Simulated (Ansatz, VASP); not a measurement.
One calculation of Ge, two programs

Contents of INCAR:

```
SYSTEM = Ge
PREC = Accurate
ENCUT = 520
EDIFF = 1E-7
ISMEAR = -1
SIGMA = 0.05
LREAL = .False.
LASPH = .True.
NELM = 60
ALGO = Normal
ISIF = 2
LWAVE = .False.
LCHARG = .True.
GGA = PS
LELF = .True.
LVHAR = .True.
NBANDS = 21
```

Contents of KPOINTS:

```
regular mesh
0
Gamma
  11 11 11
  0 0 0
```

Contents of POSCAR:

```
Ge
1.0
    0.0000000000      2.7710237968      2.7710237968
    2.7710237968      0.0000000000      2.7710237968
    2.7710237968      2.7710237968      0.0000000000
Ge
2
Direct
    0.5000000000      0.5000000000      0.5000000000
    0.7500000000      0.7500000000      0.7500000000
```

Input for Ansatz:

```yaml
crystal:
  lattice:
    - [0.0, 2.7710237968, 2.7710237968]
    - [2.7710237968, 0.0, 2.7710237968]
    - [2.7710237968, 2.7710237968, 0.0]
  atoms:
    - { symbol: Ge, position: [0.5, 0.5, 0.5] }
    - { symbol: Ge, position: [0.75, 0.75, 0.75] }
kpoints:
  mp_grid: { grid: [11, 11, 11] }
  band_path:
    path:
      - [0.0, 0.0, 0.0]
      - [0.5, 0.0, 0.5]
      - [0.625, 0.25, 0.625]
      - [0.375, 0.375, 0.75]
      - [0.0, 0.0, 0.0]
      - [0.5, 0.5, 0.5]
      - [0.5, 0.25, 0.75]
      - [0.5, 0.0, 0.5]
    npoints: 5
scf:
  occupations: { method: fermi_dirac, width: 0.05 }
hamiltonian:
  xc: pbesol
  pseudopotentials: { kind: all_electron, lapw: { basis_error: 0.0005 } }
output:
  forces: true
  stress: true
  eigenvalues: true
```

Change from the starting cell: volume scaled by 0.94.

Alike in both runs: task single point; functional PBEsol; k mesh 11 × 11 × 11; occupations fermi-dirac, width 0.05 eV; no spin polarisation.

|  | VASP | Ansatz |
| --- | --- | --- |
| version | VASP 6.6.1 | Ansatz 0.2.0 |
| potentials or method | VASP PAW PBE potentials, release 64 (Ge_d), cutoff 520 eV | all-electron LAPW, scalar-relativistic |

Ansatz gave:

- pressure (GPa): 5.7

Which values does VASP return?

Pressure (GPa): 5.6.

VASP's potentials were made for PBE, not for PBEsol. Ansatz ran all-electron here, and VASP with PAW potentials.
